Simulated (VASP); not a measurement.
Runs of VASP 6.6.1 on Bi. The structure is that of space group I4/mmm (No. 139), or close to it. The cells are those of the table. 

```tsv
cell	further INCAR settings	gap on the mesh (eV)	pressure (GPa)
a = 3.411 Å, angles 113.7, 113.7, 101.2°, 1 atom	ALGO = Fast; EDIFF = 1e-06; NBANDS = 14	none	0.2
a = 3.380 Å, angles 105.7, 105.7, 117.3°, 1 atom	ALGO = Fast; EDIFF = 1e-06; NBANDS = 14	none	2.2
a = 3.368 Å, angles 111.6, 111.6, 105.4°, 1 atom	ALGO = Fast; EDIFF = 1e-06; NBANDS = 14	none	1.8
a = 3.403 Å, angles 116.0, 116.0, 97.0°, 1 atom	ALGO = Fast; EDIFF = 1e-06; NBANDS = 14	none	(a)
a = 3.466 Å, angles 118.4, 118.4, 92.7°, 1 atom	ALGO = Fast; EDIFF = 1e-06; NBANDS = 14	none	0.3
a = 3.560 Å, angles 123.4, 123.4, 84.2°, 1 atom	ALGO = Fast; EDIFF = 1e-06; NBANDS = 14	none	0.5
a = 3.410 Å, angles 105.7, 105.7, 117.3°, 1 atom	ALGO = Fast; EDIFF = 1e-07; NBANDS = 14	none	0.5
a = 3.368 Å, angles 107.5, 107.5, 113.5°, 1 atom	ALGO = Fast; EDIFF = 1e-07; NBANDS = 14	none	(b)
```

Alike in all rows: task single point; level PBE+D3(BJ); potentials or basis VASP PAW PBE potentials, release 64 (Bi_d); no spin polarisation; k mesh 18 × 18 × 18; cutoff (eV) 520; smearing gaussian 0.15 eV.

Task: Estimate the missing entries.

Result: (a) 2.0; (b) 1.9.

Caveats: spin-orbit coupling is left out, which moves the levels of the heavy elements.

A k mesh can miss the band edges, and the runs leave out spin-orbit coupling on Bi.

A gap of «none» marks levels without a gap at the run's occupations.
